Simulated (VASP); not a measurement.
# HfC (P6_3/mmc) in VASP: vibrations by perturbation theory with PBEsol

Aim: the vibrations by perturbation theory of HfC with PBEsol.

Program: VASP 6.6.1. These are calculated values, not measurements. Logs are shortened: lines on timing, memory, paths and dates and some standing lists are left out, and cuts for length are marked.

## (1) The cell of the first run

It takes space group P6_3/mmc (No. 194, hexagonal). The conventional cell has a = 3.343 Å, b = 3.343 Å, c = 5.203 Å, α = 90.00°, β = 90.00°, γ = 120.00°. Hf (site symmetry -6m2) has 6 C at 2.33 Å within 3.1 Å. C (site symmetry -3m) has 6 Hf at 2.33 Å and 2 C at 2.60 Å within 3.1 Å.

## (2) Vibrations by perturbation theory, PBEsol

Input file INCAR:

```
PREC = Accurate
ENCUT = 520
EDIFF = 1E-8
ISMEAR = 1
SIGMA = 0.1
LREAL = False
LASPH = True
NELM = 100
ALGO = Normal
ISIF = 2
LWAVE = False
LCHARG = False
GGA = PS
IBRION = 8
NSW = 1
```

Input file KPOINTS:

```
regular mesh
0
Gamma
  10 10 6
```

Input file POSCAR:

```
HfC
1.0
    3.3428660500      0.0000000000      0.0000000000
   -1.6714330300      2.8950069200      0.0000000000
    0.0000000000      0.0000000000      5.2027140000
Hf C
2 2
Direct
    0.6666666700      0.3333333300      0.7500000000
    0.3333333300      0.6666666700      0.2500000000
    0.0000000000      0.0000000000      0.0000000000
    0.0000000000      0.0000000000      0.5000000000
```

Potentials or basis: VASP PAW PBE potentials, release 64 (Hf_pv, C).

On the command line:

```sh
cat potpaw_PBE.64/Hf_pv/POTCAR potpaw_PBE.64/C/POTCAR > POTCAR
mpirun -np 1 vasp_std > vasp.out
```

OUTCAR:

```text
PREC = Accurate
   ENCUT = 520
   EDIFF = 1E-8
   ISMEAR = 1
   LREAL = False
   LASPH = True
   NELM = 100
   ISIF = 2
   GGA = PS
   IBRION = 8
   NSW = 1

 ion  position               nearest neighbor table
   1  0.667  0.333  0.750-   3 2.33   4 2.33   3 2.33   4 2.33   3 2.33   4 2.33   2 3.24   2 3.24
                             2 3.24   2 3.24   2 3.24   2 3.24
   2  0.333  0.667  0.250-   3 2.33   4 2.33   3 2.33   4 2.33   3 2.33   4 2.33   1 3.24   1 3.24
                             1 3.24   1 3.24   1 3.24   1 3.24
   3  0.000  0.000  0.000-   1 2.33   2 2.33   1 2.33   2 2.33   1 2.33   2 2.33
   4  0.000  0.000  0.500-   1 2.33   2 2.33   1 2.33   2 2.33   1 2.33   2 2.33

  LATTYP: Found a hexagonal cell.
 ALAT       =     3.3428660500
 C/A-ratio  =     1.5563632889

  Lattice vectors:

 A1 = (   3.3428660500,   0.0000000000,   0.0000000000)
 A2 = (  -1.6714330300,   2.8950069200,   0.0000000000)
 A3 = (   0.0000000000,   0.0000000000,   5.2027140000)

Analysis of symmetry for initial positions (statically):
=====================================================================
 Subroutine PRICEL returns:
 Original cell was already a primitive cell.

 Routine SETGRP: Setting up the symmetry group for a
 hexagonal supercell.

 Subroutine GETGRP returns: Found 24 space group operations
 (whereof 12 operations were pure point group operations)
 out of a pool of 24 trial point group operations.

The static configuration has the point symmetry D_3d.
 The point group associated with its full space group is D_6h.

Analysis of symmetry for dynamics (positions and initial velocities):
=====================================================================
 Subroutine PRICEL returns:
 Original cell was already a primitive cell.

 Routine SETGRP: Setting up the symmetry group for a
 hexagonal supercell.

 Subroutine GETGRP returns: Found 24 space group operations
 (whereof 12 operations were pure point group operations)
 out of a pool of 24 trial point group operations.

The dynamic configuration has the point symmetry D_3d.
 The point group associated with its full space group is D_6h.

 Subroutine INISYM returns: Found 24 space group operations
 (whereof 12 operations are pure point group operations),
 and found     1 'primitive' translations

----------------------------------------------------------------------------------------

                                     Primitive cell

  volume of cell :      50.3499

  direct lattice vectors                    reciprocal lattice vectors
     3.342866050  0.000000000  0.000000000     0.299144502  0.172711159  0.000000000
    -1.671433030  2.895006920  0.000000000     0.000000000  0.345422318  0.000000000
     0.000000000  0.000000000  5.202714000     0.000000000  0.000000000  0.192207375

  length of vectors
     3.342866050  3.342866052  5.202714000     0.345422318  0.345422318  0.192207375

  position of ions in fractional coordinates (direct lattice)
     0.666666670  0.333333330  0.750000000
     0.333333330  0.666666670  0.250000000
     0.000000000  0.000000000  0.000000000
[... 125 lines left out ...]
  ext. energy  EPLUGINS =         0.00000000
  ---------------------------------------------------
  free energy    TOTEN  =       -43.59255356 eV

  energy without entropy =      -43.59207925  energy(sigma->0) =      -43.59239545

 E-fermi :   6.3549     XC(G=0): -12.4137

 val. band max:        6.3364442223   @ k =   0.1000   0.1000   0.1667
 cond. band min:       6.4158155598   @ k =   0.0000   0.0000   0.1667
 fundamental gap:      0.0793713375
 Fermi energy:         6.3549120980

 k-point     1 :       0.0000    0.0000    0.0000
  band No.  band energies     occupation
      1     -24.2990      2.00000
      2     -23.7223      2.00000
      3     -23.7223      2.00000
      4     -23.6317      2.00000
      5     -23.6317      2.00000
      6     -23.5518      2.00000
[... 481 lines left out ...]
      5     -23.7389      2.00000
      6     -23.6927      2.00000
[... 10 lines left out ...]
     17      10.4391      0.00000
     18      11.2758      0.00000

 [... further k-points ...]
[... 5 lines left out ...]
  --------------------------------------------------------------------------------------
  -------------------------------------------------------------------------------------
  Total       -2.7033926     -2.7033926     -2.1085177      0.0000000      0.0000000      0.0000000
  in kB      -86.0243056    -86.0243055    -67.0948691      0.0000001      0.0000000      0.0000000
  external PRESSURE =     -79.7144934 kB  Pullay stress =       0.0000000 kB

 VOLUME and BASIS-vectors are now :
 -----------------------------------------------------------------------------
  energy-cutoff  :      520.00
  volume of cell :       50.35
      direct lattice vectors                 reciprocal lattice vectors
     3.342866050  0.000000000  0.000000000     0.299144502  0.172711159  0.000000000
    -1.671433030  2.895006920  0.000000000     0.000000000  0.345422318  0.000000000
     0.000000000  0.000000000  5.202714000     0.000000000  0.000000000  0.192207375

 POSITION                                       TOTAL-FORCE (eV/Angst)
 -----------------------------------------------------------------------------------
      1.67143      0.96500      3.90204         0.000000     -0.000000      0.000000
     -0.00000      1.93000      1.30068        -0.000000      0.000000      0.000000
      0.00000      0.00000      0.00000        -0.000000     -0.000000      0.000000
      0.00000      0.00000      2.60136        -0.000000     -0.000000      0.000000
 -----------------------------------------------------------------------------------
    total drift:                               -0.000003      0.000002     -0.000000

  FREE ENERGIE OF THE ION-ELECTRON SYSTEM (eV)
  ---------------------------------------------------
  free  energy   TOTEN  =       -43.5925535570 eV

  energy  without entropy=      -43.5920792492  energy(sigma->0) =      -43.59239545

[... ionic steps 2 to 9 ...]

--------------------------------------- Ionic step       10  -------------------------------------------

------------------------ aborting loop because EDIFF is reached ----------------------------------------

[... ionic steps 11 to 11 ...]

--------------------------------------- Ionic step       12  -------------------------------------------

 Free energy of the ion-electron system (eV)
  ---------------------------------------------------
  ---------------------------------------------------
  free energy    TOTEN  =        -0.12180574 eV

  energy without entropy =       -0.12180574

------------------------ aborting loop because EDIFF is reached ----------------------------------------

 INTERNAL STRAIN TENSOR  FOR ION    3  DIRECTION 3   (eV/Angst):
 -----------------------------------------------------------------------------
    -0.01220  0.00000  0.00000
     0.00000 -0.01220  0.00000
     0.00000 -0.00000  0.03858

 INTERNAL STRAIN TENSOR FOR ION    4 for displacements in x,y,z  (eV/Angst):
          X           Y           Z          XY          YZ          ZX
  --------------------------------------------------------------------------------
  x     0.00000     0.00000     0.00000     0.00000     0.00000     0.00000
  y     0.00000     0.00000     0.00000     0.00000     0.00000     0.00000
  z     0.00000     0.00000     0.00000     0.00000     0.00000     0.00000

 SECOND DERIVATIVES (NOT SYMMETRIZED)
 ------------------------------------
               1X          1Y          1Z          2X          2Y          2Z          3X          3Y          3Z          4X          4Y          4Z
  1X   -14.816640    0.000000    0.000000   -0.577328    0.000000    0.000000    7.696984   -0.000000    0.000000    7.696984   -0.000000   -0.000000
  1Y     0.000000  -14.816640    0.000000    0.000000   -0.577328    0.000000   -0.000000    7.696984    0.000000   -0.000000    7.696984   -0.000000
  1Z    -0.000000    0.000000  -18.715342    0.000000    0.000000   13.577240   -0.000000   -0.000000    2.569051    0.000000    0.000000    2.569051
  2X    -0.577328    0.000000    0.000000  -14.816640    0.000000    0.000000    7.696984   -0.000000    0.000000    7.696984   -0.000000   -0.000000
  2Y     0.000000   -0.577328    0.000000    0.000000  -14.816640    0.000000   -0.000000    7.696984    0.000000   -0.000000    7.696984   -0.000000
  2Z     0.000000    0.000000   13.577240   -0.000000    0.000000  -18.715342   -0.000000   -0.000000    2.569051    0.000000    0.000000    2.569051
  3X     7.694368   -0.000000    0.000000    7.694368   -0.000000    0.000000  -12.338427    0.000000    0.000000   -3.050309    0.000000    0.000000
  3Y    -0.000000    7.694368    0.000000   -0.000000    7.694368    0.000000    0.000000  -12.338427    0.000000    0.000000   -3.050309    0.000000
  3Z    -0.000000    0.000000    2.566881    0.000000    0.000000    2.566881   -0.000000   -0.000000   -9.990808   -0.000000   -0.000000    4.857046
  4X     7.694368   -0.000000    0.000000    7.694368   -0.000000    0.000000   -3.050309    0.000000    0.000000  -12.338427    0.000000    0.000000
  4Y    -0.000000    7.694368    0.000000   -0.000000    7.694368    0.000000    0.000000   -3.050309    0.000000    0.000000  -12.338427    0.000000
  4Z    -0.000000   -0.000000    2.566881    0.000000   -0.000000    2.566881    0.000000    0.000000    4.857046   -0.000000    0.000000   -9.990808

 Eigenvectors and eigenvalues of the dynamical matrix
 ----------------------------------------------------

   1 f  =   18.281379 THz   114.865292 2PiTHz  609.801164 cm-1    75.605674 meV
             X         Y         Z           dx          dy          dz
      1.671433  0.965002  3.902036     0.134543   -0.115900   -0.000000
     -0.000000  1.930005  1.300679     0.134543   -0.115900    0.000000
      0.000000  0.000000  0.000000    -0.518568    0.446713    0.000000
      0.000000  0.000000  2.601357    -0.518568    0.446713   -0.000000
[... 71 lines left out ...]
  12 f/i=    0.001085 THz     0.006816 2PiTHz    0.036188 cm-1     0.004487 meV
             X         Y         Z           dx          dy          dz
      1.671433  0.965002  3.902036    -0.000000    0.000000   -0.684434
     -0.000000  1.930005  1.300679    -0.000000    0.000000   -0.684434
      0.000000  0.000000  0.000000    -0.000000    0.000000   -0.177622
      0.000000  0.000000  2.601357    -0.000000    0.000000   -0.177622

--------------------------------------------------------------------------------------------------------

 ELASTIC MODULI CONTR FROM IONIC RELAXATION (kBar)
 Direction    XX          YY          ZZ          XY          YZ          ZX
 --------------------------------------------------------------------------------
 XX          -1.4511      1.4511      0.0000      0.0000     -0.0000     -0.0000
 YY           1.4511     -1.4511     -0.0000      0.0000      0.0000      0.0000
 ZZ           0.0000     -0.0000     -0.0000     -0.0000      0.0000      0.0000
 XY           0.0000      0.0000     -0.0000     -1.4511     -0.0000     -0.0000
 YZ          -0.0000      0.0000      0.0000     -0.0000     -0.0000     -0.0000
 ZX          -0.0000      0.0000      0.0000     -0.0000     -0.0000     -0.0000
 --------------------------------------------------------------------------------
```

It took 25 min on 1 thread of Oxide Virtual Turin-like, shared host; peak memory 0.46 GiB.

What came out:

- Highest phonon frequency at Γ, LO-TO splitting left out: 610 cm⁻¹

Phonon frequencies in cm⁻¹ (negative: imaginary):
```csv
q point,frequencies
"(0.000, 0.000, 0.000)",0 0 0 147 147 222 352 459 459 580 610 610
```

Caveat: the cell wasn't relaxed at this level first, which shifts response properties; the PAW data sets were made with another functional, which shifts forces and pressure a little; spin-orbit coupling is left out, which moves the levels of the heavy elements.
